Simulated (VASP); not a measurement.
# Ca (I4/mmm) in VASP: single point with r2SCAN

Aim: the single point of Ca with r2SCAN.

All numbers are computed with VASP 6.6.1; they aren't measurements. Logs are shortened: lines on timing, memory, paths and dates and some standing lists are left out, and cuts for length are marked.

### 1 The cell of the first run

Symmetry: I4/mmm, No. 139, tetragonal system. The conventional cell has a = 4.070 Å, b = 4.070 Å, c = 5.421 Å, α = 90.00°, β = 90.00°, γ = 90.00°. Within 5.2 Å of Ca (site symmetry 4/mmm) lie 12 Ca at 3.95 to 4.07 Å.

### 2 Single point, r2SCAN (strain +0.030 along x and y, -0.030 along z)

POSCAR

```
Ca
1.0
    0.0000000000      2.8780260000      2.7103740000
    2.8780260000      0.0000000000      2.7103740000
    2.8780260000      2.8780260000      0.0000000000
Ca
1
Direct
    0.0000000000      0.0000000000      0.0000000000
```

INCAR.step1

```
SYSTEM = Ca
ALGO = Normal
EDIFF = 1E-4
ENCUT = 520
GGA = PE
ISMEAR = 0
LASPH = .TRUE.
LCHARG = .FALSE.
LREAL = .FALSE.
LWAVE = .TRUE.
NBANDS = 11
NELM = 60
PREC = Accurate
SIGMA = 0.15
```

INCAR.step2

```
SYSTEM = Ca
ALGO = Normal
EDIFF = 1E-6
ENCUT = 520
ISIF = 2
ISMEAR = 0
ISTART = 1
LASPH = .TRUE.
LCHARG = .FALSE.
LMIXTAU = .TRUE.
LREAL = .FALSE.
LWAVE = .FALSE.
METAGGA = R2SCAN
NBANDS = 11
NELM = 60
PREC = Accurate
SIGMA = 0.15
```

KPOINTS

```
k-points
0
G
  14 14 14
  0 0 0
```

Potentials or basis: VASP PAW PBE potentials, release 64 (Ca_sv).

The run is started by

```
> cat potpaw_PBE.64/Ca_sv/POTCAR > POTCAR
> cp INCAR.step1 INCAR
> mpirun -np 1 vasp_std > vasp.out
> cp INCAR.step2 INCAR
> mpirun -np 1 vasp_std > vasp.out
```

OUTCAR:

```text
SYSTEM = Ca
   EDIFF = 1E-6
   ENCUT = 520
   ISIF = 2
   ISMEAR = 0
   ISTART = 1
   LASPH = .TRUE.
   LREAL = .FALSE.
   METAGGA = R2SCAN
   NELM = 60
   PREC = Accurate

 ion  position               nearest neighbor table
   1  0.000  0.000  0.000-

  LATTYP: Found a body centered tetragonal cell.
 ALAT       =     4.0701434021
 C/A-ratio  =     1.3318321898

  Lattice vectors:

 A1 = (   0.0000000000,  -2.8780260000,  -2.7103740000)
 A2 = (   0.0000000000,   2.8780260000,  -2.7103740000)
 A3 = (   2.8780260000,   0.0000000000,   2.7103740000)

Analysis of symmetry for initial positions (statically):
=====================================================================
 Subroutine PRICEL returns:
 Original cell was already a primitive cell.

 Routine SETGRP: Setting up the symmetry group for a
 body centered tetragonal supercell.

 Subroutine GETGRP returns: Found 16 space group operations
 (whereof 16 operations were pure point group operations)
 out of a pool of 16 trial point group operations.

The static configuration has the point symmetry D_4h.

Analysis of symmetry for dynamics (positions and initial velocities):
=====================================================================
 Subroutine PRICEL returns:
 Original cell was already a primitive cell.

 Routine SETGRP: Setting up the symmetry group for a
 body centered tetragonal supercell.

 Subroutine GETGRP returns: Found 16 space group operations
 (whereof 16 operations were pure point group operations)
 out of a pool of 16 trial point group operations.

The dynamic configuration has the point symmetry D_4h.

 Subroutine INISYM returns: Found 16 space group operations
 (whereof 16 operations are pure point group operations),
 and found     1 'primitive' translations

----------------------------------------------------------------------------------------

                                     Primitive cell

  volume of cell :      44.9002

  direct lattice vectors                    reciprocal lattice vectors
     0.000000000  2.878026000  2.710374000    -0.173730189  0.173730189  0.184476386
     2.878026000  0.000000000  2.710374000     0.173730189 -0.173730189  0.184476386
     2.878026000  2.878026000  0.000000000     0.173730189  0.173730189 -0.184476386

  length of vectors
     3.953373354  3.953373354  4.070143402     0.307239148  0.307239148  0.307239148

  position of ions in fractional coordinates (direct lattice)
     0.000000000  0.000000000  0.000000000

  ion indices of the primitive-cell ions
[... 75 lines left out ...]
   LREAL  =      F    real-space projection
   EDIFFG = 0.1E-04   stopping-criterion for IOM
   NSW    =      0    number of steps for IOM
   IBRION =     -1    ionic relax: 0-MD 1-quasi-New 2-CG
   NFREE  =      0    steps in history (QN), initial steepest desc. (CG)
   ISIF   =      2    stress and relaxation
   ISYM   =      2    0-nonsym 1-usesym 2-fastsym
   POTIM  = 0.5000    time-step for ionic-motion
   TEBEG  =    0.0;   TEEND  =   0.0 temperature during run
   PSTRESS=    0.0 pullay stress
   NELECT =      10.0000    total number of electrons
   NUPDOWN=      -1.0000    fix difference up-down
   EMIN   =  10.00;   EMAX   =-10.00  energy-range for DOS
   EFERMI =   0.00;   METHOD = LEGACY
   ISMEAR =     0;   SIGMA  =   0.15  broadening in eV -4-tet -1-fermi 0-gaus
   EFERMI_NEDOS =   21; number of points for ismear=-14 and -15
   IALGO  =     38    algorithm
   IMIX   =      4    mixing-type and parameters
     AMIX     =   0.40;   BMIX     =  1.00
     AMIX_MAG =   1.60;   BMIX_MAG =  1.00
  volume/ion in A,a.u.               =      44.90       303.00
  Fermi-wavevector in a.u.,A,eV,Ry     =   0.992336  1.875243 13.398067  0.984730
  Thomas-Fermi vector in A             =   2.124140
   LORBIT       =      0    0 simple, 1 ext, 2 COOP (PROOUT), +10 PAW based schemes
   METAGGA = R2SCAN    functional components
   LHFCALC =     F    Hartree Fock is set to
   AEXX    =    0.0000 exact exchange contribution
   IVDW    =     0    specifies the selected vdW correction
   LEPSILON=     F    determine dielectric tensor
   LRPA    =     F    only Hartree local field effects (RPA)
 non-spin polarized calculation
 Gauss-broadening in eV      SIGMA  =   0.15
  energy-cutoff  :      520.00
  volume of cell :       44.90
 maximum number of plane-waves:      1226
 NGX is ok and might be reduce to    30
   NGX = 15   NGY = 15   NGZ = 15

 number of electron      10.0000000 magnetization

 Free energy of the ion-electron system (eV)
  ---------------------------------------------------
  ext. energy  EPLUGINS =         0.00000000
  ---------------------------------------------------
  free energy    TOTEN  =        -7.03429831 eV

  energy without entropy =       -7.02106032  energy(sigma->0) =       -7.02767932

 E-fermi :   1.7614     XC(G=0):  -8.0185

 val. band max:        1.7566217911   @ k =  -0.4286   0.3571   0.0000
 cond. band min:       1.7668500956   @ k =  -0.2143   0.4286   0.3571
 fundamental gap:      0.0102283044
 Fermi energy:         1.7614298143

 k-point     1 :       0.0000    0.0000    0.0000
  band No.  band energies     occupation
      1     -42.1708      2.00000
      2     -22.2060      2.00000
      3     -22.2060      2.00000
      4     -22.2033      2.00000
      5      -2.4182      2.00000
      6       4.3035      0.00000
      7       4.3035      0.00000
      8       4.5556      0.00000
      9       5.2585      0.00000
     10       5.5729      0.00000
     11      11.1342      0.00000
[... 309 lines left out ...]
 k-point    24 :       0.2857    0.1429    0.0000
  band No.  band energies     occupation
      1     -42.1638      2.00000
      2     -22.2655      2.00000
      3     -22.2255      2.00000
      4     -22.2194      2.00000
      5      -1.1174      2.00000
      6       3.3359      0.00000
      7       4.4660      0.00000
      8       4.5240      0.00000
      9       5.0936      0.00000
     10       5.6596      0.00000
     11       9.5249      0.00000

 [... further k-points ...]
[... 5 lines left out ...]
  --------------------------------------------------------------------------------------
  -------------------------------------------------------------------------------------
  Total       -0.2053845     -0.2053845     -0.1202935      0.0000000     -0.0000000      0.0000000
  in kB       -7.3287436     -7.3287436     -4.2924377      0.0000000     -0.0000000      0.0000000
  external PRESSURE =      -6.3166416 kB  Pullay stress =       0.0000000 kB

 VOLUME and BASIS-vectors are now :
 -----------------------------------------------------------------------------
  energy-cutoff  :      520.00
  volume of cell :       44.90
      direct lattice vectors                 reciprocal lattice vectors
     0.000000000  2.878026000  2.710374000    -0.173730189  0.173730189  0.184476386
     2.878026000  0.000000000  2.710374000     0.173730189 -0.173730189  0.184476386
     2.878026000  2.878026000  0.000000000     0.173730189  0.173730189 -0.184476386

 POSITION                                       TOTAL-FORCE (eV/Angst)
 -----------------------------------------------------------------------------------
      0.00000      0.00000      0.00000         0.000000      0.000000      0.000000
 -----------------------------------------------------------------------------------
    total drift:                               -0.000000     -0.000000      0.000000

  FREE ENERGIE OF THE ION-ELECTRON SYSTEM (eV)
  ---------------------------------------------------
  free  energy   TOTEN  =        -7.0342983113 eV

  energy  without entropy=       -7.0210603241  energy(sigma->0) =       -7.02767932
```

OUTCAR.step1:

```text
SYSTEM = Ca
   EDIFF = 1E-4
   ENCUT = 520
   GGA = PE
   ISMEAR = 0
   LASPH = .TRUE.
[... 555 lines left out ...]
 -----------------------------------------------------------------------------------
      0.00000      0.00000      0.00000        -0.000000     -0.000000      0.000000
 -----------------------------------------------------------------------------------
    total drift:                               -0.000000     -0.000000      0.000000

  FREE ENERGIE OF THE ION-ELECTRON SYSTEM (eV)
  ---------------------------------------------------
  free  energy   TOTEN  =        -1.9274991838 eV

  energy  without entropy=       -1.9124679209  energy(sigma->0) =       -1.91998355
```

OSZICAR.step1:

```text
N       E                     dE             d eps       ncg     rms          rms(c)
DAV:   1     0.657239580615E+02    0.65724E+02   -0.49571E+03  5376   0.813E+02
DAV:   2    -0.335654897700E+00   -0.66060E+02   -0.65450E+02  5890   0.206E+02
DAV:   3    -0.185417103745E+01   -0.15185E+01   -0.14990E+01  8034   0.304E+01
DAV:   4    -0.193223126598E+01   -0.78060E-01   -0.77666E-01  7078   0.522E+00
DAV:   5    -0.193367728986E+01   -0.14460E-02   -0.14458E-02  7607   0.642E-01    0.225E+00
DAV:   6    -0.192874513468E+01    0.49322E-02   -0.10707E-02  6719   0.112E+00    0.137E+00
DAV:   7    -0.192789728622E+01    0.84785E-03   -0.16577E-02  5896   0.150E+00    0.101E-01
DAV:   8    -0.192748573241E+01    0.41155E-03   -0.18740E-03  6405   0.408E-01    0.223E-02
DAV:   9    -0.192749918382E+01   -0.13451E-04   -0.95415E-05  5890   0.822E-02
   1 F= -.19274992E+01 E0= -.19199836E+01  d E =-.150313E-01
```

It took 6.9 min on 1 thread of Intel Xeon Platinum 8259CL at 2.50GHz (Skylake/Cascade Lake), shared host; peak memory 0.26 GiB.

Results:

```yaml
Free_energy: -7.0343 eV
Pressure: -0.6 GPa
Band_gap_on_the_k_mesh: zero (bands 5 and 6 overlap by 0.59 eV)
```

Stress tensor (GPa, compression positive):
```
-0.73  0.00  0.00
 0.00 -0.73  0.00
 0.00  0.00 -0.43
```

Caveat: the cell differs from its parent crystal (strain +0.030 along x and y, -0.030 along z); the PAW data sets were made with another functional, which shifts forces and pressure a little.
